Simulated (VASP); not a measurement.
# K8LiNb7O24 (a cell with a defect) in VASP: a series of runs

The runs below take K8LiNb7O24 (a cell with a defect) through single point, with PBEsol, r2SCAN.

Program: VASP 6.6.1. These are calculated values, not measurements. Logs are shortened: lines on timing, memory, paths and dates and some standing lists are left out, and cuts for length are marked.

**1. The cell of the first run**

The cell holds a defect, 40 atoms: a = 7.973 Å, b = 7.973 Å, c = 7.973 Å, α = 90.00°, β = 90.00°, γ = 90.00°.

**2. Single point, PBEsol**

The input, INCAR:

```
SYSTEM = K8LiNb7O24
PREC = Accurate
ENCUT = 650
EDIFF = 1E-6
ISMEAR = -1
SIGMA = 0.05
LREAL = Auto
LASPH = .True.
NELM = 120
ALGO = Normal
ISIF = 2
LWAVE = .False.
LCHARG = .False.
GGA = PS
NBANDS = 181
ISYM = 0
GGA_COMPAT = .False.
```

The input, KPOINTS:

```
Automatic mesh
0
Gamma
  1 1 1
  0.25 0.25 0.25
```

The input, POSCAR:

```
K8LiNb7O24
1.0
    7.9729600000      0.0000000000      0.0000000000
    0.0000000000      7.9729600000      0.0000000000
    0.0000000000      0.0000000000      7.9729600000
K Li Nb O
8 1 7 24
Direct
    0.9910240000      0.9863020000      0.0028180000
    0.0009200000      0.0017370000      0.4861830000
    0.9865620000      0.5084300000      0.0050330000
    0.9956300000      0.4982690000      0.4948670000
    0.5029680000      0.9741220000      0.0000240000
    0.4921130000      0.9979920000      0.5003650000
    0.5083120000      0.5235730000      0.0092980000
    0.2492620000      0.2577950000      0.1627040000
    0.4099430000      0.4230140000      0.4615570000
    0.2306520000      0.2390100000      0.7265210000
    0.2397230000      0.7547620000      0.2463710000
    0.2370100000      0.7374680000      0.7460220000
    0.7438510000      0.2426990000      0.2443100000
    0.7594670000      0.2388500000      0.7515870000
    0.7412110000      0.7441870000      0.2506290000
    0.7384450000      0.7378600000      0.7423750000
    0.4129230000      0.2552750000      0.9025530000
    0.2415500000      0.2480080000      0.5045310000
    0.2479870000      0.7383020000      0.0034340000
    0.2401900000      0.7596650000      0.5116710000
    0.7305410000      0.2509620000      0.0035960000
    0.7567840000      0.2458630000      0.5204190000
    0.7520730000      0.7535440000      0.0088310000
    0.7574940000      0.7580450000      0.5073780000
    0.9704930000      0.2816800000      0.2586840000
    0.0014380000      0.2525690000      0.7904060000
    0.9987770000      0.7517700000      0.2562520000
    0.9992920000      0.7514620000      0.7606520000
    0.5196410000      0.3013630000      0.2951860000
    0.4995740000      0.2574720000      0.7441050000
    0.5051930000      0.7513730000      0.2582940000
    0.5006510000      0.7519020000      0.7549270000
    0.2840890000      0.9800220000      0.2546130000
    0.2432170000      0.0018670000      0.7599320000
    0.2949420000      0.5269470000      0.2916440000
    0.2436260000      0.4967960000      0.7465070000
    0.7434460000      0.0025740000      0.2587960000
    0.7533780000      0.0015300000      0.7620480000
    0.7465150000      0.5079050000      0.2570190000
    0.7565220000      0.5021750000      0.7598210000
```

Potentials or basis: VASP PAW PBE potentials, release 64 (K_sv, Li_sv, Nb_sv, O).

The run is started by

```bash
> cat potpaw_PBE.64/K_sv/POTCAR potpaw_PBE.64/Li_sv/POTCAR potpaw_PBE.64/Nb_sv/POTCAR potpaw_PBE.64/O/POTCAR > POTCAR
> mpirun -np 1 vasp_std > vasp.out
```

OUTCAR:

```text
SYSTEM = K8LiNb7O24
   PREC = Accurate
   ENCUT = 650
   EDIFF = 1E-6
   ISMEAR = -1
   LREAL = Auto
   LASPH = .True.
   NELM = 120
   ISIF = 2
   GGA = PS
   ISYM = 0

 ion  position               nearest neighbor table
   1  0.991  0.986  0.003-  23 2.66  28 2.69  38 2.70  26 2.72  27 2.75  34 2.79  37 2.84  19 2.85
                             8 3.25  11 3.33  14 3.39  15 3.41   3 3.81
   2  0.001  0.002  0.486-  27 2.71  20 2.72  37 2.74  18 2.75  24 2.75  22 2.77  25 2.89  10 3.26
                            11 3.34  13 3.41  14 3.43
   3  0.987  0.508  0.005-  26 2.67  40 2.68  23 2.70  25 2.72  28 2.75  39 2.77  19 2.78  27 2.79
                             8 3.16  15 3.35  12 3.40  11 3.41  16 3.41   1 3.81
   4  0.996  0.498  0.495-  25 2.56  39 2.75  27 2.78  22 2.78  18 2.80  24 2.81  36 2.82  40 2.85
                            20 2.86  10 3.35  12 3.37  16 3.43  15 3.43
   5  0.503  0.974  0.000-  17 2.48  32 2.64  23 2.65  33 2.68  31 2.72  38 2.76  19 2.77  37 2.83
                            34 2.83  21 2.86   8 3.30  15 3.31  16 3.36  11 3.36   7 3.59
   6  0.492  0.998  0.500-  33 2.57  31 2.76  20 2.77  37 2.78  18 2.82  32 2.82  30 2.84  24 2.85
                            34 2.87  10 3.36
   7  0.508  0.524  0.009-  17 2.42  23 2.67  31 2.69  19 2.69  32 2.73  39 2.74  21 2.80  40 2.81
                            35 2.82  29 2.89  15 3.20   8 3.20  16 3.29  11 3.40   5 3.59
   8  0.249  0.258  0.163-  33 2.35  25 2.36  35 2.41  29 2.43  17 2.45  18 2.73   9 3.01   3 3.16
                             7 3.20   1 3.25   5 3.30
   9  0.410  0.423  0.462-  35 1.83  29 1.86  18 1.97   8 3.01
  10  0.231  0.239  0.727-  18 1.77  26 1.90  34 1.91  17 2.02  36 2.06  30 2.15   2 3.26   4 3.35
                             6 3.36
  11  0.240  0.755  0.246-  33 1.83  35 1.90  27 1.92  19 1.94  20 2.12  31 2.12   1 3.33   2 3.34
                             5 3.36   7 3.40   3 3.41
  12  0.237  0.737  0.746-  20 1.88  28 1.90  36 1.92  19 2.05  32 2.11  34 2.11   4 3.37   3 3.40

  13  0.744  0.243  0.244-  25 1.84  29 1.89  37 1.92  21 1.92  39 2.12  22 2.20   2 3.41
  14  0.759  0.239  0.752-  22 1.84  38 1.89  26 1.96  21 2.02  30 2.08  40 2.10   1 3.39   2 3.43

  15  0.741  0.744  0.251-  31 1.88  39 1.89  23 1.93  24 2.05  27 2.05  37 2.06   7 3.20   5 3.31
                             3 3.35   1 3.41   4 3.43
  16  0.738  0.738  0.742-  24 1.89  40 1.89  32 1.90  28 2.09  38 2.11  23 2.13   7 3.29   5 3.36
                             3 3.41   4 3.43
  17  0.413  0.255  0.903-  30 1.44  10 2.02   7 2.42   8 2.45   5 2.48
  18  0.242  0.248  0.505-  10 1.77   9 1.97   8 2.73   2 2.75   4 2.80   6 2.82
  19  0.248  0.738  0.003-  11 1.94  12 2.05   7 2.69   5 2.77   3 2.78   1 2.85
  20  0.240  0.760  0.512-  12 1.88  11 2.12   2 2.72   6 2.77   4 2.86
  21  0.731  0.251  0.004-  13 1.92  14 2.02   7 2.80   5 2.86
  22  0.757  0.246  0.520-  14 1.84  13 2.20   2 2.77   4 2.78
  23  0.752  0.754  0.009-  15 1.93  16 2.13   5 2.65   1 2.66   7 2.67   3 2.70
  24  0.757  0.758  0.507-  16 1.89  15 2.05   2 2.75   4 2.81   6 2.85
  25  0.970  0.282  0.259-  13 1.84   8 2.36   4 2.56   3 2.72   2 2.89
  26  0.001  0.253  0.790-  10 1.90  14 1.96   3 2.67   1 2.72
  27  0.999  0.752  0.256-  11 1.92  15 2.05   2 2.71   1 2.75   4 2.78   3 2.79
  28  0.999  0.751  0.761-  12 1.90  16 2.09   1 2.69   3 2.75
  29  0.520  0.301  0.295-   9 1.86  13 1.89   8 2.43   7 2.89
  30  0.500  0.257  0.744-  17 1.44  14 2.08  10 2.15   6 2.84
  31  0.505  0.751  0.258-  15 1.88  11 2.12   7 2.69   5 2.72   6 2.76
  32  0.501  0.752  0.755-  16 1.90  12 2.11   5 2.64   7 2.73   6 2.82
  33  0.284  0.980  0.255-  11 1.83   8 2.35   6 2.57   5 2.68
  34  0.243  0.002  0.760-  10 1.91  12 2.11   1 2.79   5 2.83   6 2.87
  35  0.295  0.527  0.292-   9 1.83  11 1.90   8 2.41   7 2.82
  36  0.244  0.497  0.747-  12 1.92  10 2.06   4 2.82
  37  0.743  0.003  0.259-  13 1.92  15 2.06   2 2.74   6 2.78   5 2.83   1 2.84
  38  0.753  0.002  0.762-  14 1.89  16 2.11   1 2.70   5 2.76
  39  0.747  0.508  0.257-  15 1.89  13 2.12   7 2.74   4 2.75   3 2.77
  40  0.757  0.502  0.760-  16 1.89  14 2.10   3 2.68   7 2.81   4 2.85

IMPORTANT INFORMATION: All symmetrisations will be switched off!
NOSYMM: (Re-)initialisation of all symmetry stuff for point group C_1.

----------------------------------------------------------------------------------------

                                     Primitive cell

  volume of cell :     506.8258

  direct lattice vectors                    reciprocal lattice vectors
     7.972960000  0.000000000  0.000000000     0.125423933  0.000000000  0.000000000
     0.000000000  7.972960000  0.000000000     0.000000000  0.125423933  0.000000000
     0.000000000  0.000000000  7.972960000     0.000000000  0.000000000  0.125423933

  length of vectors
     7.972960000  7.972960000  7.972960000     0.125423933  0.125423933  0.125423933

  position of ions in fractional coordinates (direct lattice)
     0.991024000  0.986302000  0.002818000
     0.000920000  0.001737000  0.486183000
     0.986562000  0.508430000  0.005033000
     0.995630000  0.498269000  0.494867000
     0.502968000  0.974122000  0.000024000
     0.492113000  0.997992000  0.500365000
[... 32 lines left out ...]
     0.746515000  0.507905000  0.257019000
     0.756522000  0.502175000  0.759821000

[... 57 lines left out ...]

  Length of vectors
     0.125423933  0.125423933  0.125423933

  Shift w.r.t. Gamma in fractional coordinates (k-lattice)
     0.250000000  0.250000000  0.250000000

 Subroutine IBZKPT returns following result:
 ===========================================

 Found      4 irreducible k-points:

 Following reciprocal coordinates:
            Coordinates               Weight
  0.250000  0.250000  0.250000      2.000000
 -0.250000  0.250000  0.250000      2.000000
 -0.250000 -0.250000  0.250000      2.000000
  0.250000 -0.250000  0.250000      2.000000
   k-points           NKPTS =      4   k-points in BZ     NKDIM =      4   number of bands    NBANDS=    181
   number of dos      NEDOS =    301   number of ions     NIONS =     40
   total plane-waves  NPLWV = 343000
   dimension x,y,z NGX =    70 NGY =   70 NGZ =   70
   dimension x,y,z NGXF=   140 NGYF=  140 NGZF=  140
   ions per type =               8   1   7  24
   NGX,Y,Z   is equivalent  to a cutoff of  14.60, 14.60, 14.60 a.u.
   NGXF,Y,Z  is equivalent  to a cutoff of  29.19, 29.19, 29.19 a.u.
 SYSTEM =  K8LiNb7O24
   PREC   = accura    normal or accurate (medium, high low for compatibility)
   ISTART =      0    job   : 0-new  1-cont  2-samecut
   ICHARG =      2    charge: 1-file 2-atom 10-const
   ISPIN  =      1    spin polarized calculation?
   LNONCOLLINEAR =      F non collinear calculations
   LSORBIT =      F    spin-orbit coupling
   LASPH  =      T    aspherical Exc in radial PAW
   ENCUT  =  650.0 eV  47.77 Ry    6.91 a.u.  16.57 16.57 16.57*2*pi/ulx,y,z
   NELM   =    120;   NELMIN=  2; NELMDL= -5     # of ELM steps
   EDIFF  = 0.1E-05   stopping-criterion for ELM
   LREAL  =      T    real-space projection
   EDIFFG = 0.1E-04   stopping-criterion for IOM
   NSW    =      0    number of steps for IOM
   IBRION =     -1    ionic relax: 0-MD 1-quasi-New 2-CG
   NFREE  =      0    steps in history (QN), initial steepest desc. (CG)
   ISIF   =      2    stress and relaxation
   ISYM   =      0    0-nonsym 1-usesym 2-fastsym
   POTIM  = 0.5000    time-step for ionic-motion
   TEBEG  =    0.0;   TEEND  =   0.0 temperature during run
   PSTRESS=    0.0 pullay stress
   NELECT =     310.0000    total number of electrons
   NUPDOWN=      -1.0000    fix difference up-down
   EMIN   =  10.00;   EMAX   =-10.00  energy-range for DOS
   EFERMI =   0.00;   METHOD = LEGACY
   ISMEAR =    -1;   SIGMA  =   0.05  broadening in eV -4-tet -1-fermi 0-gaus
   EFERMI_NEDOS =   21; number of points for ismear=-14 and -15
   IALGO  =     38    algorithm
   IMIX   =      4    mixing-type and parameters
     AMIX     =   0.40;   BMIX     =  1.00
     AMIX_MAG =   1.60;   BMIX_MAG =  1.00
  volume/ion in A,a.u.               =      12.67        85.51
  Fermi-wavevector in a.u.,A,eV,Ry     =   1.389662  2.626080 26.275029  1.931160
  Thomas-Fermi vector in A             =   2.513671
   LORBIT       =      0    0 simple, 1 ext, 2 COOP (PROOUT), +10 PAW based schemes
   GGA     = PS    functional components
   LHFCALC =     F    Hartree Fock is set to
   AEXX    =    0.0000 exact exchange contribution
   IVDW    =     0    specifies the selected vdW correction
   LEPSILON=     F    determine dielectric tensor
   LRPA    =     F    only Hartree local field effects (RPA)
 non-spin polarized calculation
  energy-cutoff  :      650.00
  volume of cell :      506.83
 maximum number of plane-waves:     19084
 NGX is ok and might be reduce to    70
   NGX = 33   NGY = 33   NGZ = 33

 number of electron     310.0000002 magnetization

 Free energy of the ion-electron system (eV)
  ---------------------------------------------------
  ext. energy  EPLUGINS =         0.00000000
  ---------------------------------------------------
  free energy    TOTEN  =      -303.41796292 eV

  energy without entropy =     -303.28413273  energy(sigma->0) =     -303.35104782

 E-fermi :   2.7823     XC(G=0): -10.8668

 val. band max:        2.7039918923   @ k =  -0.2500  -0.2500   0.2500
 cond. band min:       2.8366927406   @ k =  -0.2500  -0.2500   0.2500
 fundamental gap:      0.1327008484
 Fermi energy:         2.7823067743

 k-point     1 :       0.2500    0.2500    0.2500
  band No.  band energies     occupation
      1     -51.7834      2.00000
      2     -51.6971      2.00000
      3     -51.6528      2.00000
      4     -51.6223      2.00000
      5     -51.5924      2.00000
      6     -51.0936      2.00000
[... 669 lines left out ...]
    166       7.0811      0.00000
    167       7.1118      0.00000
 [bands above 167 left out]

------------------------ aborting loop because EDIFF is reached ----------------------------------------

  FORCE on cell =-STRESS in cart. coord.  units (eV):
  Direction    XX          YY          ZZ          XY          YZ          ZX
  --------------------------------------------------------------------------------------
  -------------------------------------------------------------------------------------
  Total       27.8324002     22.9691255     17.4970399      0.4171264      1.7825226      1.4673474
  in kB       87.9837539     72.6099749     55.3116240      1.3186195      5.6349084      4.6385769
  external PRESSURE =      71.9684509 kB  Pullay stress =       0.0000000 kB

 VOLUME and BASIS-vectors are now :
 -----------------------------------------------------------------------------
  energy-cutoff  :      650.00
  volume of cell :      506.83
      direct lattice vectors                 reciprocal lattice vectors
     7.972960000  0.000000000  0.000000000     0.125423933  0.000000000  0.000000000
     0.000000000  7.972960000  0.000000000     0.000000000  0.125423933  0.000000000
     0.000000000  0.000000000  7.972960000     0.000000000  0.000000000  0.125423933

 POSITION                                       TOTAL-FORCE (eV/Angst)
 -----------------------------------------------------------------------------------
      7.90139      7.86375      0.02247         0.016666      0.019368      0.044034
      0.00734      0.01385      3.87632         0.016036      0.005121      0.001544
      7.86582      4.05369      0.04013         0.002569      0.007100      0.017640
      7.93812      3.97268      3.94555         0.008273      0.021869     -0.018809
      4.01014      7.76664      0.00019         0.008782     -0.003876      0.049490
      3.92360      7.95695      3.98939         0.021527      0.018962     -0.013747
[... 32 lines left out ...]
      5.95193      4.04951      2.04920         0.048619      0.013716     -0.017905
      6.03172      4.00382      6.05802        -0.070973     -0.068678     -0.053937
 -----------------------------------------------------------------------------------
    total drift:                               -0.007419     -0.003353      0.005970

  FREE ENERGIE OF THE ION-ELECTRON SYSTEM (eV)
  ---------------------------------------------------
  free  energy   TOTEN  =      -303.4179629193 eV

  energy  without entropy=     -303.2841327251  energy(sigma->0) =     -303.35104782
```

It took 26 min on 1 thread of Intel Xeon Platinum 8488C (Sapphire Rapids), shared host; peak memory 0.9 GiB.

What came out:

| Item | Value |
| --- | --- |
| Free energy | -303.4180 eV |
| Pressure | 7.2 GPa |
| Largest force | 0.282 eV/Å |
| Band gap on the k mesh | 0.13 eV |

Forces on the atoms (eV/Å):
```
K    0.017  0.019  0.044
K    0.016  0.005  0.002
K    0.003  0.007  0.018
K    0.008  0.022 -0.019
K    0.009 -0.004  0.049
K    0.022  0.019 -0.014
K    0.000  0.002  0.030
K    0.002  0.009  0.002
Li   0.029  0.003  0.032
Nb  -0.002 -0.010  0.088
Nb   0.190 -0.167  0.121
Nb   0.123  0.136 -0.075
Nb  -0.147  0.186  0.152
Nb   0.101  0.089  0.050
Nb   0.051  0.040  0.093
Nb   0.112  0.086  0.095
O   -0.040 -0.034  0.098
O   -0.012 -0.031 -0.109
O   -0.056 -0.004 -0.034
O    0.000 -0.005  0.075
O    0.005 -0.046 -0.062
O   -0.010 -0.035  0.037
O   -0.017 -0.027 -0.059
O   -0.043 -0.040  0.001
O    0.023 -0.098 -0.033
O   -0.010 -0.017 -0.045
O   -0.029 -0.042 -0.052
O   -0.059 -0.031 -0.045
O    0.122 -0.068 -0.025
O    0.058  0.038 -0.125
O    0.016  0.038 -0.005
O   -0.062 -0.037 -0.042
O   -0.137  0.029  0.014
O   -0.042  0.033  0.032
O   -0.116  0.109 -0.134
O   -0.011 -0.082  0.017
O   -0.050 -0.035 -0.057
O   -0.043 -0.001 -0.045
O    0.049  0.014 -0.018
O   -0.071 -0.069 -0.054
```

Stress tensor (GPa, compression positive):
```
8.80 0.13 0.46
0.13 7.26 0.56
0.46 0.56 5.53
```

Levels at points of the mesh, in eV from the valence-band top:
```csv
k point,band 151,band 152,band 153,band 154,band 155,band 156,band 157,band 158,band 159,band 160
"(0.25, 0.25, 0.25)",-0.24,-0.19,-0.16,-0.05,-0.01,0.14,2.79,3.02,3.09,3.39
```

Caveat: the PAW data sets were made with another functional, which shifts forces and pressure a little.

**3. Single point, r2SCAN**

POSCAR is that of step 2.

The input, INCAR.step1:

```
SYSTEM = K8LiNb7O24
ALGO     = Normal         ! electronic algorithm
EDIFF    = 1E-5           ! SCF threshold, eV
ENCUT    = 720            ! plane-wave cutoff, eV
GGA      = PE             ! functional
GGA_COMPAT= .False.      
ISMEAR   = -1             ! smearing method
ISYM     = 0            
LASPH    = .True.         ! aspherical terms in the spheres
LCHARG   = .False.        ! write CHGCAR
LREAL    = Auto         
LWAVE    = .True.         ! write WAVECAR
NBANDS   = 181            ! bands
NELM     = 120            ! most SCF steps
PREC     = Accurate       ! precision mode
SIGMA    = 0.05           ! smearing width, eV
```

The input, INCAR.step2:

```
SYSTEM = K8LiNb7O24
ALGO     = Normal         ! electronic algorithm
EDIFF    = 1E-6           ! SCF threshold, eV
ENCUT    = 720            ! plane-wave cutoff, eV
GGA_COMPAT= .False.      
ISIF     = 2              ! what is computed and relaxed
ISMEAR   = -1             ! smearing method
ISTART   = 1            
ISYM     = 0            
LASPH    = .True.         ! aspherical terms in the spheres
LCHARG   = .False.        ! write CHGCAR
LMIXTAU  = .True.       
LREAL    = Auto         
LWAVE    = .False.        ! write WAVECAR
METAGGA  = R2SCAN         ! meta-GGA
NBANDS   = 181            ! bands
NELM     = 120            ! most SCF steps
PREC     = Accurate       ! precision mode
SIGMA    = 0.05           ! smearing width, eV
```

KPOINTS is that of step 2.

Potentials or basis: VASP PAW PBE potentials, release 64 (K_sv, Li_sv, Nb_sv, O).

The run is started by

```bash
> cat potpaw_PBE.64/K_sv/POTCAR potpaw_PBE.64/Li_sv/POTCAR potpaw_PBE.64/Nb_sv/POTCAR potpaw_PBE.64/O/POTCAR > POTCAR
> cp INCAR.step1 INCAR
> mpirun -np 1 vasp_std > vasp.out
> cp INCAR.step2 INCAR
> mpirun -np 1 vasp_std > vasp.out
```

Wall time 78 min (1 thread of Intel Xeon Platinum 8488C (Sapphire Rapids), shared host); peak memory 1.1 GiB.

The run converged. Its results:

* Free energy: -465.0420 eV
* Pressure: 9.1 GPa
* Largest force: 0.382 eV/Å
* Band gap on the k mesh: 0.15 eV

Forces on the atoms (eV/Å):
```
K    0.064  0.071  0.090
K    0.029  0.025  0.020
K    0.062 -0.024  0.038
K    0.018  0.024  0.009
K   -0.002  0.046  0.051
K    0.036  0.052  0.024
K   -0.027 -0.037  0.004
K   -0.040  0.010 -0.121
Li   0.041 -0.016 -0.026
Nb   0.042 -0.039 -0.124
Nb   0.127  0.008  0.102
Nb   0.088  0.089 -0.176
Nb   0.037  0.110  0.100
Nb   0.072  0.033 -0.108
Nb   0.023  0.027  0.074
Nb   0.042 -0.006 -0.007
O   -0.176 -0.047  0.302
O   -0.003 -0.009  0.043
O   -0.057 -0.019  0.040
O   -0.013  0.002  0.120
O    0.007 -0.043  0.049
O    0.007 -0.043  0.140
O   -0.022 -0.042  0.022
O   -0.044 -0.035  0.032
O   -0.065 -0.150 -0.044
O   -0.002 -0.019 -0.017
O   -0.004 -0.065 -0.060
O   -0.009 -0.036 -0.054
O    0.019 -0.017  0.031
O    0.148  0.045 -0.349
O    0.096  0.020  0.005
O   -0.007 -0.042 -0.055
O   -0.192 -0.070  0.008
O   -0.041  0.056  0.062
O   -0.079  0.017 -0.079
O   -0.016 -0.021  0.041
O   -0.070 -0.009 -0.065
O   -0.050  0.085 -0.053
O    0.036  0.081 -0.014
O   -0.076 -0.013 -0.055
```

Stress tensor (GPa, compression positive):
```
10.85  0.10  0.42
 0.10  9.23  0.63
 0.42  0.63  7.20
```

Levels at points of the mesh, in eV from the valence-band top:
| k point | band 152 | band 153 | band 154 | band 155 | band 156 | band 157 | band 158 | band 159 |
| --- | --- | --- | --- | --- | --- | --- | --- | --- |
| (0.25, 0.25, 0.25) | -0.20 | -0.17 | -0.06 | -0.01 | 0.16 | 3.21 | 3.44 | 3.51 |

Caveat: the PAW data sets were made with another functional, which shifts forces and pressure a little.
